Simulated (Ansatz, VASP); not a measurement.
## NaF in VASP and in Ansatz

```
CELL_PARAMETERS angstrom
2.31510 2.31510 0.00000
-2.31510 2.31510 0.00000
0.00000 2.31510 2.31510
ATOMIC_POSITIONS crystal
Na 0.00000 0.00000 0.00000
F 0.50000 0.50000 0.00000
```

Change from the starting cell: unstrained.

Alike in both runs: task single point; functional PBEsol; k mesh 8 × 8 × 8; no spin polarisation.

```csv
,VASP,Ansatz
version,VASP 6.6.1,Ansatz 0.2.0
potentials or method,"VASP PAW PBE potentials, release 64 (Na_pv, F), cutoff 520 eV","all-electron LAPW, scalar-relativistic"
occupations,"gaussian, width 0.01 eV",fixed
```

```tsv
	VASP	Ansatz	Ansatz less VASP
gap on the k mesh at the Fermi level (eV)	6.17	6.18	+0.011
pressure (GPa)	-0.1	0.0	+0.10
```

VASP's potentials were made for PBE, not for PBEsol. Ansatz ran all-electron here, and VASP with PAW potentials.
